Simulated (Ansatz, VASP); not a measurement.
One calculation of SiO2, two programs

```xyz
9
Lattice="5.0100 0.0000 0.0000 -2.5050 4.3388 0.0000 0.0000 0.0000 5.4700" Properties=species:S:1:pos:R:3 pbc="T T T"
Si    2.5050    0.0000    0.0000
Si    1.2525    2.1694    1.8233
Si   -1.2525    2.1694    3.6467
O     1.5954    0.9211    0.9117
O     0.0000    1.8422    2.7350
O     3.4146    0.9211    4.5583
O     0.9096    3.4177    0.9117
O     2.5050    2.4965    2.7350
O    -0.9096    3.4177    4.5583
```

Alike in both runs: task single point; functional PBE; k mesh 5 × 5 × 4; occupations fermi-dirac, width 0.003 eV; no spin polarisation.

|  | VASP | Ansatz |
| --- | --- | --- |
| version | VASP 6.6.1 | Ansatz 0.2.0 |
| potentials or method | VASP PAW PBE potentials, release 64 (Si, O), cutoff 520 eV | PAW, plane waves, scalar-relativistic |
| valence electrons in the cell | 48 | 48 |

```tsv
	VASP	Ansatz	Ansatz less VASP
pressure (GPa)	14.2	14.0	-0.15
rms of the force components (eV/Å)	0.398	0.402	+0.0046
```

Atom by atom the forces differ by 0.005 eV/Å (rms over components). The functional is the same, so the differences come from potentials, cutoffs and numerics.
